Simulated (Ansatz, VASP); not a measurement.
One calculation of MgSn2N2, two programs

```xyz
5
Lattice="3.5937 0.0000 0.0000 -1.7969 3.1122 0.0000 0.0000 0.0000 8.1031" Properties=species:S:1:pos:R:3 pbc="T T T"
Mg    0.0000    0.0000    0.0000
Sn    1.7969    1.0374    5.5260
Sn    0.0000    2.0748    2.5771
N     1.7969    1.0374    3.1524
N     0.0000    2.0748    4.9507
```

Change from the starting cell: species swapped into the TbAl2Ge2 type (P-3m1, No. 164).

Alike in both runs: functional PBE; k mesh 6 × 6 × 4; occupations gaussian, width 0.1 eV; no spin polarisation.

Ansatz relaxed the structure, and its values are those at the end. VASP's run is a single point on that final structure, the one shown.

|  | VASP | Ansatz |
| --- | --- | --- |
| version | VASP 6.6.1 | Ansatz 0.2.0 |
| potentials or method | VASP PAW PBE potentials, release 64 (Mg, Sn_d, N), cutoff 520 eV | scalar-relativistic, plane waves, PAW |
| valence electrons in the cell | 40 | 48 |

|  | VASP | Ansatz | Ansatz less VASP |
| --- | --- | --- | --- |
| gap on the k mesh at the Fermi level (eV) | none | none | - |
| pressure (GPa) | 0.1 | 0.1 | -0.02 |
| rms of the force components (eV/Å) | 0.015 | 0.007 | -0.0078 |

A gap of «none» marks a metal or a gap that the smearing closes. VASP's potentials hold 40 valence electrons a cell and Ansatz's 48, so a difference there can come from the potentials and not from the codes.
